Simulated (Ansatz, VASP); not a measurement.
# SiMo3: VASP beside Ansatz

Contents of INCAR:

```
SYSTEM = SiMo3
PREC = Accurate ; ENCUT = 520
EDIFF = 1E-7 ; ISMEAR = 0
SIGMA = 0.15 ; LREAL = .FALSE.
LASPH = .TRUE. ; NELM = 60
ALGO = Fast ; ISIF = 2
LWAVE = .FALSE. ; LCHARG = .FALSE.
GGA = PS ; NBANDS = 56
```

The input KPOINTS:

```
Automatic mesh
0
G
  8 8 8
  0 0 0
```

POSCAR

```
SiMo3
1.0
    4.8615851677      0.0000000000      0.0000000000
    0.0000000000      4.8615851677      0.0000000000
    0.0000000000      0.0000000000      4.8615851677
Si Mo
2 6
Direct
    0.0000000000      0.0165139160      0.0000000000
    0.5000000000      0.5165139160      0.5000000000
    0.2500000000      0.0245805182      0.5000000000
    0.5000000000      0.6960052656      0.0000000000
    0.7500000000      0.0245805182      0.5000000000
    0.5000000000      0.1960052656      0.0000000000
    0.0000000000      0.5245805182      0.7500000000
    0.0000000000      0.5245805182      0.2500000000
```

Input for Ansatz:

```yaml
crystal:
  lattice:
    - [4.8615851677, 0.0, 0.0]
    - [0.0, 4.8615851677, 0.0]
    - [0.0, 0.0, 4.8615851677]
  atoms:
    - { symbol: Si, position: [0.0, 0.016513916, 0.0] }
    - { symbol: Si, position: [0.5, 0.516513916, 0.5] }
    - { symbol: Mo, position: [0.25, 0.0245805182, 0.5] }
    - { symbol: Mo, position: [0.5, 0.6960052656, 0.0] }
    - { symbol: Mo, position: [0.75, 0.0245805182, 0.5] }
    - { symbol: Mo, position: [0.5, 0.1960052656, 0.0] }
    - { symbol: Mo, position: [0.0, 0.5245805182, 0.75] }
    - { symbol: Mo, position: [0.0, 0.5245805182, 0.25] }
basis:
  ecutwfc: 420
kpoints:
  mp_grid: { grid: [8, 8, 8] }
hamiltonian:
  xc: pbesol
scf:
  occupations: { method: gaussian, width: 0.15 }
output:
  forces: true
  stress: true
  eigenvalues: true
```

Change from the starting cell: mode 4 (147.8 1/cm) frozen in, largest displacement +0.263 Å.

Alike in both runs: task single point; functional PBEsol; k mesh 8 × 8 × 8; occupations gaussian, width 0.15 eV; no spin polarisation.

```csv
,VASP,Ansatz
version,VASP 6.6.1,Ansatz 0.2.0
potentials or method,"VASP PAW PBE potentials, release 64 (Si, Mo_sv), cutoff 520 eV","scalar-relativistic, plane waves, PAW"
valence electrons in the cell,92,92
```

Ansatz gave:

```
gap on the k mesh at the Fermi level (eV)                     : none
pressure (GPa)                                                : 2.6
traceless stress, the component that is largest in VASP (GPa) : -1.05
rms of the force components (eV/Å)                            : 0.754
```

Q: Which values does VASP return?

A: gap on the k mesh at the Fermi level (eV): none; pressure (GPa): 3.2; traceless stress, the component that is largest in VASP (GPa): -1.07; rms of the force components (eV/Å): 0.756.

VASP's potentials were made for PBE, not for PBEsol. Atom by atom the forces differ by 0.002 eV/Å (rms over components). A gap of «none» marks a metal or a gap that the smearing closes. With one functional, cell and mesh, what is left measures potentials, basis and numerics.
